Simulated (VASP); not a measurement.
Mo, 1 atom in the cell. Symmetry: Im-3m, No. 229, cubic system. The conventional cell has a = 3.055 Å, b = 3.055 Å, c = 3.055 Å, α = 90.00°, β = 90.00°, γ = 90.00°. Within 3.5 Å of Mo (site symmetry m-3m) lie 14 Mo at 2.65 to 3.06 Å. 

```yaml
Program: VASP 6.6.1
Task: single point
Functional: LDA
Potentials_or_basis: VASP PAW LDA potentials, release 64 (Mo_sv)
Cutoff: 520 eV
k_mesh: 22 × 22 × 22
Occupations: gaussian, width 0.15 eV
Spin: no spin polarisation
Dipole_correction: no
Further_INCAR_settings: ALGO = Fast; EDIFF = 1e-06; NBANDS = 13
```

Potentials or basis: VASP PAW LDA potentials, release 64 (Mo_sv).

The run is started by

```sh
$ cat potpaw_LDA.64/Mo_sv/POTCAR > POTCAR
$ mpirun -np 1 vasp_std > vasp.out
```

Hardware: 1 thread of Intel(R) Xeon(R) 6975P-C (Granite Rapids), on a shared host.

Estimate the wall time of this run.

It took 24 s on 1 thread of Intel(R) Xeon(R) 6975P-C (Granite Rapids) (shared host), peak memory 0.16 GiB. Counts: scf iterations 12, k points 328.
